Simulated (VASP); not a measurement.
Write the native input for VASP 6.6.1 that does the following.

```yaml
Task: single point
Functional: r2SCAN
Potentials_or_basis: VASP PAW PBE potentials, release 64 (Ba_sv, Zr_sv, O)
Cutoff: 520 eV
k_mesh: 6 × 6 × 6
Occupations: gaussian, width 0.05 eV
Spin: no spin polarisation
Dipole_correction: no
Further_INCAR_settings: ALGO = Normal; EDIFF = 1e-06; NBANDS = 28
```

Crystal: BaZrO3.

```xyz
5
Lattice="4.5474 0.0000 0.0000 0.0000 4.5474 0.0000 0.0000 0.0000 4.1815" Properties=species:S:1:pos:R:3 pbc="T T T"
Ba    2.2737    2.2737    2.0907
Zr    0.0000    0.0000    0.0000
O     2.2737    0.0000    0.0000
O     0.0000    2.2737    0.0000
O     0.0000    0.0000    2.0907
```

This cell differs from its parent crystal: strain +0.0875 x Voigt [1, 1, 0, 0, 0, 0].

The input as run:

POSCAR

```
BaZrO3
1.0
    4.5473812500      0.0000000000      0.0000000000
    0.0000000000      4.5473812500      0.0000000000
    0.0000000000      0.0000000000      4.1815000000
Ba Zr O
1 1 3
Direct
    0.5000000000      0.5000000000      0.5000000000
    0.0000000000      0.0000000000      0.0000000000
    0.5000000000      0.0000000000      0.0000000000
    0.0000000000      0.5000000000      0.0000000000
    0.0000000000      0.0000000000      0.5000000000
```

INCAR.step1

```
SYSTEM = BaZrO3
ALGO     = Normal         ! electronic algorithm
EDIFF    = 1E-4           ! SCF threshold, eV
ENCUT    = 520            ! plane-wave cutoff, eV
GGA      = PE             ! functional
ISMEAR   = 0              ! smearing method
LASPH    = .TRUE.         ! aspherical terms in the spheres
LCHARG   = .FALSE.        ! write CHGCAR
LREAL    = .FALSE.        ! projectors in reciprocal space
LWAVE    = .TRUE.         ! write WAVECAR
NBANDS   = 28             ! bands
NELM     = 80             ! most SCF steps
PREC     = Accurate       ! precision mode
SIGMA    = 0.05           ! smearing width, eV
```

INCAR.step2

```
SYSTEM = BaZrO3
ALGO     = Normal         ! electronic algorithm
EDIFF    = 1E-6           ! SCF threshold, eV
ENCUT    = 520            ! plane-wave cutoff, eV
ISIF     = 2              ! what is computed and relaxed
ISMEAR   = 0              ! smearing method
ISTART   = 1            
LASPH    = .TRUE.         ! aspherical terms in the spheres
LCHARG   = .FALSE.        ! write CHGCAR
LMIXTAU  = .TRUE.       
LREAL    = .FALSE.        ! projectors in reciprocal space
LWAVE    = .FALSE.        ! write WAVECAR
METAGGA  = R2SCAN         ! meta-GGA
NBANDS   = 28             ! bands
NELM     = 80             ! most SCF steps
PREC     = Accurate       ! precision mode
SIGMA    = 0.05           ! smearing width, eV
```

KPOINTS

```
k-points
0
G
  6 6 6
  0 0 0
```

Potentials or basis: VASP PAW PBE potentials, release 64 (Ba_sv, Zr_sv, O).

Run with:

```sh
$ cat potpaw_PBE.64/Ba_sv/POTCAR potpaw_PBE.64/Zr_sv/POTCAR potpaw_PBE.64/O/POTCAR > POTCAR
$ cp INCAR.step1 INCAR
$ mpirun -np 1 vasp_std > vasp.out
$ cp INCAR.step2 INCAR
$ mpirun -np 1 vasp_std > vasp.out
```

Results of the run:

| Quantity | Value |
| --- | --- |
| Pressure | -15.9 GPa |
| Band gap on the k mesh | 3.06 eV, indirect (least direct gap 3.37 eV) |

Caveat: the cell differs from its parent crystal (strain +0.0875 x Voigt [1, 1, 0, 0, 0, 0]); the PAW data sets were made with another functional, which shifts forces and pressure a little; spin-orbit coupling is left out, which moves the levels of the heavy elements.

Wall time 4.3 min on 1 thread of Intel(R) Xeon(R) Platinum 8375C CPU @ 2.90GHz (Ice Lake) (shared host), peak memory 0.27 GiB.
